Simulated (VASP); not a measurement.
# Ir (Fm-3m) in VASP: notebook, part 2 of 2

VASP 6.6.1.

**4. Single point, PBE (volume 13.799 Å^3 an atom, c/a of the conventional cell 1.0000)**

Contents of INCAR:

```
ALGO = Fast ; EDIFF = 1E-6
ENCUT = 520 ; GGA = PE
ISIF = 2 ; ISMEAR = 0
LASPH = T ; LCHARG = F
LREAL = F ; LWAVE = F
NBANDS = 10 ; NELM = 80
PREC = Accurate ; SIGMA = 0.15
```

Contents of KPOINTS:

```
k-points
0
Gamma
  22 22 22
```

Contents of POSCAR:

```
Ir
1.0
    0.0000000000      1.9037322759      1.9037322759
    1.9037322759      0.0000000000      1.9037322759
    1.9037322759      1.9037322759      0.0000000000
Ir
1
Direct
    0.0000000000      0.0000000000      0.0000000000
```

Potentials or basis: VASP PAW PBE potentials, release 64 (Ir).

Started as:

```sh
$ cat potpaw_PBE.64/Ir/POTCAR > POTCAR
$ mpirun -np 1 vasp_std > vasp.out
```

OUTCAR:

```text
EDIFF = 1E-6
   ENCUT = 520
   GGA = PE
   ISIF = 2
   ISMEAR = 0
   LASPH = T
   LREAL = F
   NELM = 80
   PREC = Accurate

 ion  position               nearest neighbor table
   1  0.000  0.000  0.000-

  LATTYP: Found a face centered cubic cell.
 ALAT       =     3.8074645518

  Lattice vectors:

 A1 = (   0.0000000000,   1.9037322759,   1.9037322759)
 A2 = (   1.9037322759,   0.0000000000,   1.9037322759)
 A3 = (   1.9037322759,   1.9037322759,   0.0000000000)

Analysis of symmetry for initial positions (statically):
=====================================================================
 Subroutine PRICEL returns:
 Original cell was already a primitive cell.

 Routine SETGRP: Setting up the symmetry group for a
 face centered cubic supercell.

 Subroutine GETGRP returns: Found 48 space group operations
 (whereof 48 operations were pure point group operations)
 out of a pool of 48 trial point group operations.

The static configuration has the point symmetry O_h .

Analysis of symmetry for dynamics (positions and initial velocities):
=====================================================================
 Subroutine PRICEL returns:
 Original cell was already a primitive cell.

 Routine SETGRP: Setting up the symmetry group for a
 face centered cubic supercell.

 Subroutine GETGRP returns: Found 48 space group operations
 (whereof 48 operations were pure point group operations)
 out of a pool of 48 trial point group operations.

The dynamic configuration has the point symmetry O_h .

 Subroutine INISYM returns: Found 48 space group operations
 (whereof 48 operations are pure point group operations),
 and found     1 'primitive' translations

----------------------------------------------------------------------------------------

                                     Primitive cell

  volume of cell :      13.7990

  direct lattice vectors                    reciprocal lattice vectors
     0.000000000  1.903732276  1.903732276    -0.262641972  0.262641972  0.262641972
     1.903732276  0.000000000  1.903732276     0.262641972 -0.262641972  0.262641972
     1.903732276  1.903732276  0.000000000     0.262641972  0.262641972 -0.262641972

  length of vectors
     2.692284004  2.692284004  2.692284004     0.454909241  0.454909241  0.454909241

  position of ions in fractional coordinates (direct lattice)
     0.000000000  0.000000000  0.000000000

  ion indices of the primitive-cell ions
   primitive index   ion index
                 1           1

----------------------------------------------------------------------------------------

 KPOINTS: k-points

Automatic generation of k-mesh.
 Grid dimensions read from file:
 generate k-points for:   22   22   22

 Generating k-lattice:

  Cartesian coordinates                     Fractional coordinates (reciprocal lattice)
    -0.011938271  0.011938271  0.011938271     0.045454545  0.000000000  0.000000000
     0.011938271 -0.011938271  0.011938271     0.000000000  0.045454545  0.000000000
     0.011938271  0.011938271 -0.011938271     0.000000000  0.000000000  0.045454545

  Length of vectors
     0.020677693  0.020677693  0.020677693

  Shift w.r.t. Gamma in fractional coordinates (k-lattice)
     0.000000000  0.000000000  0.000000000

 Subroutine IBZKPT returns following result:
 ===========================================

 Found    328 irreducible k-points:

 Following reciprocal coordinates:
            Coordinates               Weight
  0.000000  0.000000  0.000000      1.000000
  0.045455  0.000000  0.000000      8.000000
  0.090909  0.000000  0.000000      8.000000
  0.136364  0.000000  0.000000      8.000000
  0.181818  0.000000  0.000000      8.000000
  0.227273  0.000000  0.000000      8.000000
[... 16 lines left out ...]
  0.500000  0.045455  0.000000     24.000000
 -0.454545  0.045455  0.000000     24.000000
 [... further k-points ...]
   k-points           NKPTS =    328   k-points in BZ     NKDIM =    328   number of bands    NBANDS=     10
   number of dos      NEDOS =    301   number of ions     NIONS =      1
   total plane-waves  NPLWV =   8000
   dimension x,y,z NGX =    20 NGY =   20 NGZ =   20
   dimension x,y,z NGXF=    40 NGYF=   40 NGZF=   40
   ions per type =               1
   NGX,Y,Z   is equivalent  to a cutoff of  12.35, 12.35, 12.35 a.u.
   NGXF,Y,Z  is equivalent  to a cutoff of  24.70, 24.70, 24.70 a.u.
 SYSTEM =  unknown system
   PREC   = accura    normal or accurate (medium, high low for compatibility)
   ISTART =      0    job   : 0-new  1-cont  2-samecut
   ICHARG =      2    charge: 1-file 2-atom 10-const
   ISPIN  =      1    spin polarized calculation?
   LNONCOLLINEAR =      F non collinear calculations
   LSORBIT =      F    spin-orbit coupling
   LASPH  =      T    aspherical Exc in radial PAW
   ENCUT  =  520.0 eV  38.22 Ry    6.18 a.u.   5.01  5.01  5.01*2*pi/ulx,y,z
   NELM   =     80;   NELMIN=  2; NELMDL= -5     # of ELM steps
   EDIFF  = 0.1E-05   stopping-criterion for ELM
   LREAL  =      F    real-space projection
   EDIFFG = 0.1E-04   stopping-criterion for IOM
   NSW    =      0    number of steps for IOM
   IBRION =     -1    ionic relax: 0-MD 1-quasi-New 2-CG
   NFREE  =      0    steps in history (QN), initial steepest desc. (CG)
   ISIF   =      2    stress and relaxation
   ISYM   =      2    0-nonsym 1-usesym 2-fastsym
   POTIM  = 0.5000    time-step for ionic-motion
   TEBEG  =    0.0;   TEEND  =   0.0 temperature during run
   PSTRESS=    0.0 pullay stress
   NELECT =       9.0000    total number of electrons
   NUPDOWN=      -1.0000    fix difference up-down
   EMIN   =  10.00;   EMAX   =-10.00  energy-range for DOS
   EFERMI =   0.00;   METHOD = LEGACY
   ISMEAR =     0;   SIGMA  =   0.15  broadening in eV -4-tet -1-fermi 0-gaus
   EFERMI_NEDOS =   21; number of points for ismear=-14 and -15
   IALGO  =     68    algorithm
   IMIX   =      4    mixing-type and parameters
     AMIX     =   0.40;   BMIX     =  1.00
     AMIX_MAG =   1.60;   BMIX_MAG =  1.00
  volume/ion in A,a.u.               =      13.80        93.12
  Fermi-wavevector in a.u.,A,eV,Ry     =   1.419732  2.682905 27.424444  2.015640
  Thomas-Fermi vector in A             =   2.540722
   LORBIT       =      0    0 simple, 1 ext, 2 COOP (PROOUT), +10 PAW based schemes
   GGA     = PE    functional components
   LHFCALC =     F    Hartree Fock is set to
   AEXX    =    0.0000 exact exchange contribution
   IVDW    =     0    specifies the selected vdW correction
   LEPSILON=     F    determine dielectric tensor
   LRPA    =     F    only Hartree local field effects (RPA)
 non-spin polarized calculation
 RMM-DIIS sequential band-by-band and
 Gauss-broadening in eV      SIGMA  =   0.15
  energy-cutoff  :      520.00
  volume of cell :       13.80
 maximum number of plane-waves:       388
   NGX =  9   NGY =  9   NGZ =  9

 number of electron       9.0000001 magnetization

 Free energy of the ion-electron system (eV)
  ---------------------------------------------------
  ext. energy  EPLUGINS =         0.00000000
  ---------------------------------------------------
  free energy    TOTEN  =        -8.80850396 eV

  energy without entropy =       -8.79664614  energy(sigma->0) =       -8.80257505

 E-fermi :  10.8192     XC(G=0): -14.1372

 val. band max:       10.8139473221   @ k =  -0.1818   0.1364   0.0455
 cond. band min:      10.8236231070   @ k =   0.3636   0.1818   0.0000
 fundamental gap:      0.0096757848
 Fermi energy:        10.8191931982

 k-point     1 :       0.0000    0.0000    0.0000
  band No.  band energies     occupation
      1      -0.5455      2.00000
      2       6.8094      2.00000
      3       6.8094      2.00000
      4       6.8094      2.00000
      5       9.6073      2.00000
      6       9.6073      2.00000
      7      25.1173      0.00000
      8      30.8537      0.00000
      9      30.8537      0.00000
     10      30.8537      0.00000

 k-point     2 :       0.0455    0.0000    0.0000
  band No.  band energies     occupation
      1      -0.4507      2.00000
      2       6.7570      2.00000
      3       6.8515      2.00000
      4       6.8515      2.00000
      5       9.5790      2.00000
      6       9.5790      2.00000
      7      25.2846      0.00000
      8      30.3225      0.00000
      9      31.0117      0.00000
     10      31.0117      0.00000
[... 274 lines left out ...]
 k-point    24 :      -0.4545    0.0455    0.0000
  band No.  band energies     occupation
      1       2.5607      2.00000
      2       6.6387      2.00000
      3       6.7699      2.00000
      4       9.4934      2.00000
      5      11.6503      0.00000
      6      12.2343      0.00000
      7      18.5437      0.00000
      8      24.8857      0.00000
      9      30.6144      0.00000
     10      31.0697      0.00000

 [... further k-points ...]
[... 5 lines left out ...]
  --------------------------------------------------------------------------------------
  -------------------------------------------------------------------------------------
  Total        1.7425552      1.7425552      1.7425552      0.0000000     -0.0000000      0.0000000
  in kB      202.3249803    202.3249803    202.3249803      0.0000000     -0.0000000      0.0000000
  external PRESSURE =     202.3249803 kB  Pullay stress =       0.0000000 kB

 VOLUME and BASIS-vectors are now :
 -----------------------------------------------------------------------------
  energy-cutoff  :      520.00
  volume of cell :       13.80
      direct lattice vectors                 reciprocal lattice vectors
     0.000000000  1.903732276  1.903732276    -0.262641972  0.262641972  0.262641972
     1.903732276  0.000000000  1.903732276     0.262641972 -0.262641972  0.262641972
     1.903732276  1.903732276  0.000000000     0.262641972  0.262641972 -0.262641972

 POSITION                                       TOTAL-FORCE (eV/Angst)
 -----------------------------------------------------------------------------------
      0.00000      0.00000      0.00000         0.000000      0.000000      0.000000
 -----------------------------------------------------------------------------------
    total drift:                                0.000000     -0.000000     -0.000000

  FREE ENERGIE OF THE ION-ELECTRON SYSTEM (eV)
  ---------------------------------------------------
  free  energy   TOTEN  =        -8.8085039607 eV

  energy  without entropy=       -8.7966461376  energy(sigma->0) =       -8.80257505
```

OSZICAR:

```text
N       E                     dE             d eps       ncg     rms          rms(c)
DAV:   1     0.477396473467E+02    0.47740E+02   -0.43920E+03  6624   0.821E+02
DAV:   2    -0.847434384620E+01   -0.56214E+02   -0.53407E+02  6680   0.198E+02
DAV:   3    -0.934356964762E+01   -0.86923E+00   -0.86689E+00  7750   0.297E+01
DAV:   4    -0.935158626623E+01   -0.80166E-02   -0.80152E-02  7440   0.263E+00
DAV:   5    -0.935175031959E+01   -0.16405E-03   -0.16405E-03  7528   0.360E-01    0.164E+01
RMM:   6    -0.890362368981E+01    0.44813E+00   -0.34628E-01  6834   0.740E+00    0.673E+00
RMM:   7    -0.881288331701E+01    0.90740E-01   -0.16697E-01  7012   0.390E+00    0.152E+00
RMM:   8    -0.881251667973E+01    0.36664E-03   -0.18801E-02  8090   0.164E+00    0.130E+00
RMM:   9    -0.881058129369E+01    0.19354E-02   -0.38922E-03  8398   0.543E-01    0.568E-01
RMM:  10    -0.880843335737E+01    0.21479E-02   -0.35580E-03  6978   0.873E-01    0.273E-01
RMM:  11    -0.880852042411E+01   -0.87067E-04   -0.23946E-04  7908   0.144E-01    0.217E-01
RMM:  12    -0.880853623134E+01   -0.15807E-04   -0.68140E-05  8558   0.594E-02    0.243E-01
RMM:  13    -0.880850379484E+01    0.32436E-04   -0.69827E-05  7423   0.912E-02    0.744E-02
RMM:  14    -0.880850415845E+01   -0.36361E-06   -0.28665E-05  7444   0.482E-02    0.805E-03
RMM:  15    -0.880850396074E+01    0.19771E-06   -0.50230E-06  7570   0.231E-02
   1 F= -.88085040E+01 E0= -.88025750E+01  d E =-.118578E-01
```

Wall time 20 s (1 thread of Intel Xeon 6975P-C (Granite Rapids), shared host); peak memory 0.16 GiB.

What came out:

| Property | Result |
| --- | --- |
| Free energy | -8.8085 eV |
| Pressure | 20.2 GPa |

Levels at points of the mesh, in eV from the Fermi level:
```tsv
k point	band 1	band 2	band 3	band 4	band 5	band 6	band 7	band 8	band 9
(0.00, 0.00, 0.00)	-11.36	-4.01	-4.01	-4.01	-1.21	-1.21	14.30	20.03	20.03
(0.50, 0.00, 0.00)	-8.34	-4.12	-4.12	-0.80	0.97	0.97	7.55	13.85	20.03
(0.50, 0.50, 0.00)	-8.18	-7.59	0.94	1.58	1.58	1.73	10.89	11.86	11.86
```

Caveat: spin-orbit coupling is left out, which moves the levels of the heavy elements.

**5. Single point, PBE (volume 14.030 Å^3 an atom, c/a of the conventional cell 1.0000)**

Contents of INCAR:

```
PREC = Accurate
ENCUT = 520
EDIFF = 1E-6
ISMEAR = 0
SIGMA = 0.15
LREAL = False
LASPH = True
NELM = 100
ALGO = Normal
ISIF = 2
LWAVE = False
LCHARG = True
GGA = PE
LELF = True
LVHAR = True
NBANDS = 10
```

Contents of KPOINTS:

```
Automatic mesh
0
Gamma
  22 22 22
```

Contents of POSCAR:

```
Ir
1.0
    0.0000000000      1.9142965874      1.9142965874
    1.9142965874      0.0000000000      1.9142965874
    1.9142965874      1.9142965874      0.0000000000
Ir
1
Direct
    0.0000000000      0.0000000000      0.0000000000
```

Started as:

```sh
$ cat potpaw_PBE.64/Ir/POTCAR > POTCAR
$ mpirun -np 1 vasp_std > vasp.out
```

Run time: 15 s. Hardware: 1 thread of Intel Xeon 6975P-C (Granite Rapids), shared host; peak memory 0.16 GiB.

Results (log left out):

```yaml
Free_energy: -8.8327 eV
Pressure: 13.2 GPa
```

Levels at points of the mesh, in eV from the Fermi level:
| k point | band 2 | band 3 | band 4 | band 5 | band 6 | band 7 |
| --- | --- | --- | --- | --- | --- | --- |
| (0.00, 0.00, 0.00) | -3.91 | -3.91 | -3.91 | -1.18 | -1.18 | 14.34 |
| (0.50, 0.00, 0.00) | -4.02 | -4.02 | -0.76 | 0.94 | 0.94 | 7.38 |
| (0.50, 0.50, 0.00) | -7.40 | 0.91 | 1.53 | 1.53 | 1.73 | 10.66 |

Caveat: spin-orbit coupling is left out, which moves the levels of the heavy elements.

**6. Single point, PBE (volume 14.262 Å^3 an atom, c/a of the conventional cell 1.0000)**

Contents of INCAR:

```
PREC = Accurate
ENCUT = 520
EDIFF = 1E-6
ISMEAR = 0
SIGMA = 0.15
LREAL = F
LASPH = T
NELM = 60
ALGO = Normal
ISIF = 2
LWAVE = F
LCHARG = T
GGA = PE
LELF = T
LVHAR = T
NBANDS = 10
```

Contents of KPOINTS:

```
regular mesh
0
Gamma
  22 22 22
```

Contents of POSCAR:

```
Ir
1.0
    0.0000000000      1.9247905546      1.9247905546
    1.9247905546      0.0000000000      1.9247905546
    1.9247905546      1.9247905546      0.0000000000
Ir
1
Direct
    0.0000000000      0.0000000000      0.0000000000
```

Potentials or basis: VASP PAW PBE potentials, release 64 (Ir).

Started as:

```sh
$ cat potpaw_PBE.64/Ir/POTCAR > POTCAR
$ mpirun -np 1 vasp_std > vasp.out
```

It took 15 s on 1 thread of Intel Xeon 6975P-C (Granite Rapids), shared host; peak memory 0.17 GiB.

Results (log left out):

```
Free energy : -8.8471 eV
Pressure    : 6.6 GPa
```

Levels at points of the mesh, in eV from the Fermi level:
| k point | band 1 | band 2 | band 3 | band 4 | band 5 | band 6 | band 7 | band 8 |
| --- | --- | --- | --- | --- | --- | --- | --- | --- |
| (0.00, 0.00, 0.00) | -11.00 | -3.81 | -3.81 | -3.81 | -1.16 | -1.16 | 14.37 | 19.91 |
| (0.50, 0.00, 0.00) | -7.99 | -3.91 | -3.91 | -0.71 | 0.91 | 0.91 | 7.21 | 13.91 |
| (0.50, 0.50, 0.00) | -7.79 | -7.22 | 0.88 | 1.48 | 1.48 | 1.73 | 10.43 | 11.70 |

Caveat: spin-orbit coupling is left out, which moves the levels of the heavy elements.

**7. Summary**

```csv
cell,gap on the mesh (eV),pressure (GPa)
"a = 2.662 Å, angles 60.0°, 1 atom",none,37.1
"a = 2.677 Å, angles 60.0°, 1 atom",none,28.3
"a = 2.692 Å, angles 60.0°, 1 atom",none,20.2
"a = 2.707 Å, angles 60.0°, 1 atom",none,13.2
"a = 2.722 Å, angles 60.0°, 1 atom",none,6.6
```

Alike in all rows: task single point; level PBE; potentials or basis VASP PAW PBE potentials, release 64 (Ir); no spin polarisation; k mesh 22 × 22 × 22; cutoff (eV) 520; smearing gaussian 0.15 eV.

Caveats: spin-orbit coupling is left out, which moves the levels of the heavy elements.

Absolute energies hang on the potentials; compare differences alone.
